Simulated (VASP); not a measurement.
# Ta4F in VASP: a series of runs, part 2 of 2

VASP 6.6.1.

**5. Relaxation of the atoms, LDA**

INCAR reads:

```
SYSTEM = Ta4F
ALGO     = Fast           ! electronic algorithm
DIPOL    = 0.5 0.5 0.353
EDIFF    = 1E-6           ! SCF threshold, eV
EDIFFG   = -0.025         ! ionic threshold
ENCUT    = 520            ! plane-wave cutoff, eV
GGA      = CA             ! functional
IBRION   = 2              ! ionic algorithm
IDIPOL   = 3            
ISIF     = 2              ! what is computed and relaxed
ISMEAR   = 0              ! smearing method
LASPH    = .TRUE.         ! aspherical terms in the spheres
LCHARG   = .FALSE.        ! write CHGCAR
LDIPOL   = .TRUE.       
LREAL    = .FALSE.        ! projectors in reciprocal space
LWAVE    = .FALSE.        ! write WAVECAR
NELM     = 100            ! most SCF steps
NSW      = 36             ! ionic steps
PREC     = Accurate       ! precision mode
SIGMA    = 0.1            ! smearing width, eV
```

KPOINTS reads:

```
k-points
0
G
  8 8 1
  0 0 0
```

POSCAR reads:

```
Ta4F
1.0
    3.2528679937      0.0000000000      0.0000000000
    0.0000000000      3.2528679937      0.0000000000
    0.0000000000      0.0000000000     20.2137485622
Ta F
4 1
Selective dynamics
Direct
    0.5000000000      0.5000000000      0.1978851170  F F F
    0.0000000000      0.0000000000      0.2783468875  F F F
    0.5000000000      0.5000000000      0.3580282239  F F F
    0.0000000000      0.0000000000      0.4310802885  F F F
    0.1250000000      0.5000000000      0.4980441542  F F T
```

Potentials or basis: VASP PAW LDA potentials, release 64 (Ta_pv, F).

Launch:

```console
$ cat potpaw_LDA.64/Ta_pv/POTCAR potpaw_LDA.64/F/POTCAR > POTCAR
$ mpirun -np 1 vasp_std > vasp.out
```

OUTCAR:

```text
SYSTEM = Ta4F
   EDIFF = 1E-6
   EDIFFG = -0.025
   ENCUT = 520
   GGA = CA
   IBRION = 2
   ISIF = 2
   ISMEAR = 0
   LASPH = .TRUE.
   LREAL = .FALSE.
   NELM = 100
   NSW = 36
   PREC = Accurate

 ion  position               nearest neighbor table
   1  0.500  0.500  0.198-   2 2.82   2 2.82   2 2.82   2 2.82   3 3.24
   2  0.000  0.000  0.278-   3 2.81   3 2.81   3 2.81   3 2.81   1 2.82   1 2.82   1 2.82   1 2.82
                             4 3.09
   3  0.500  0.500  0.358-   4 2.73   4 2.73   4 2.73   4 2.73   2 2.81   2 2.81   2 2.81   2 2.81
                             1 3.24
   4  0.000  0.000  0.431-   5 2.15   5 2.15   3 2.73   3 2.73   3 2.73   3 2.73   2 3.09
   5  0.125  0.500  0.498-   4 2.15   4 2.15

  LATTYP: Found a simple tetragonal cell.
 ALAT       =     3.2528679937
[... 294 lines left out ...]

 E-fermi :  -0.8565     XC(G=0):  -5.6329

 val. band max:       -0.8675788685   @ k =   0.0000   0.1250   0.0000
 cond. band min:      -0.8513837066   @ k =   0.5000   0.0000   0.0000
 fundamental gap:      0.0161951619
 Fermi energy:        -0.8565077733

 k-point     1 :       0.0000    0.0000    0.0000
  band No.  band energies     occupation
      1     -35.5790      2.00000
      2     -35.5318      2.00000
      3     -35.3964      2.00000
      4     -35.3806      2.00000
      5     -35.3582      2.00000
      6     -35.3452      2.00000
[... 781 lines left out ...]
     29       1.0197      0.00000
     30       1.5444      0.00000

 [... further k-points ...]

------------------------ aborting loop because EDIFF is reached ----------------------------------------

 vacuum level on the upper side and lower side of the slab       (xc-potential included)         0.575        -0.750

  FORCE on cell =-STRESS in cart. coord.  units (eV):
  Direction    XX          YY          ZZ          XY          YZ          ZX
  --------------------------------------------------------------------------------------
  -------------------------------------------------------------------------------------
  Total       -2.6272615     -6.5826523      1.0903347      0.0000000      0.0000000     -0.6574357
  in kB      -19.6804103    -49.3096320      8.1675292      0.0000000      0.0000000     -4.9247491
  external PRESSURE =     -20.2741710 kB  Pullay stress =       0.0000000 kB
[... 20 lines left out ...]
  FREE ENERGIE OF THE ION-ELECTRON SYSTEM (eV)
  ---------------------------------------------------
  free  energy   TOTEN  =       -53.8990203644 eV

  energy  without entropy=      -53.8748281758  energy(sigma->0) =      -53.88692427

 reached required accuracy - stopping structural energy minimisation

 vacuum level on the upper side and lower side of the slab         4.607         3.278
```

OSZICAR:

```text
N       E                     dE             d eps       ncg     rms          rms(c)
DAV:   1     0.427254788416E+03    0.42725E+03   -0.28625E+04  1908   0.148E+03
DAV:   2    -0.309058133689E+02   -0.45816E+03   -0.44909E+03  1768   0.389E+02
DAV:   3    -0.586374986571E+02   -0.27732E+02   -0.26906E+02  1856   0.836E+01
[... 51 lines left out ...]
RMM:  10    -0.538990081636E+02   -0.12401E-05   -0.11571E-06   731   0.368E-03    0.158E-03
RMM:  11    -0.538990171368E+02   -0.89731E-05   -0.23335E-06   850   0.436E-03    0.117E-03
RMM:  12    -0.538990181773E+02   -0.10405E-05   -0.55189E-07   532   0.252E-03    0.105E-03
RMM:  13    -0.538990201332E+02   -0.19559E-05   -0.60800E-07   535   0.238E-03    0.437E-04
RMM:  14    -0.538990203644E+02   -0.23125E-06   -0.16011E-07   398   0.151E-03
   3 F= -.53899020E+02 E0= -.53886924E+02  d E =-.569131E-02
```

Run time: 11 min. Hardware: 1 thread of Oxide Virtual Turin-like, shared host; peak memory 0.28 GiB.

What came out:

```yaml
Free_energy: -53.8990 eV
Energy_gained_by_relaxing: 1.1 meV/atom
Ionic_steps: 3
Band_gap_on_the_k_mesh: zero (an odd number of electrons rules out a gap without spin polarisation)
```

Step by step:
| step | energy change (eV) | largest force on free atoms (eV/Å) | pressure (GPa) |
| --- | --- | --- | --- |
| 1 | 0.0000 | 0.3566 | -1.78 |
| 2 | -0.0045 | 0.1642 | -1.91 |
| 3 | -0.0057 | 0.0032 | -2.03 |

Final structure:
```
Ta F
1.0
     3.25287    0.00000    0.00000
     0.00000    3.25287    0.00000
     0.00000    0.00000   20.21375
Ta F
4 1
Direct
  0.50000 0.50000 0.19789
  0.00000 0.00000 0.27835
  0.50000 0.50000 0.35803
  0.00000 0.00000 0.43108
  0.12500 0.50000 0.49962
```

Caveat: spin-orbit coupling is left out, which moves the levels of the heavy elements; an odd number of electrons without spin polarisation forces a metal; a magnetic or distorted state may lie lower.

**6. Overview**

```tsv
task	cell	atoms held fixed (from 0)	gap on the mesh (eV)	largest force (eV/Å)
single point	as given, atomic positions A	-	none	1.58
single point	as given, atomic positions B	-	none	1.69
single point	as given, atomic positions C	-	none	1.41
relaxation of the atoms	atoms relaxed, atomic positions D	[0, 1, 2, 3, 4]	none	-
```

Alike in all rows: level LDA; potentials or basis VASP PAW LDA potentials, release 64 (Ta_pv, F); no spin polarisation; k mesh 8 × 8 × 1; cutoff (eV) 520; smearing gaussian 0.1 eV.

Caveats: spin-orbit coupling is left out, which moves the levels of the heavy elements; an odd number of electrons without spin polarisation forces a metal; a magnetic or distorted state may lie lower.

Total energies depend on the potentials used, so only differences within one code and one set of settings carry meaning.
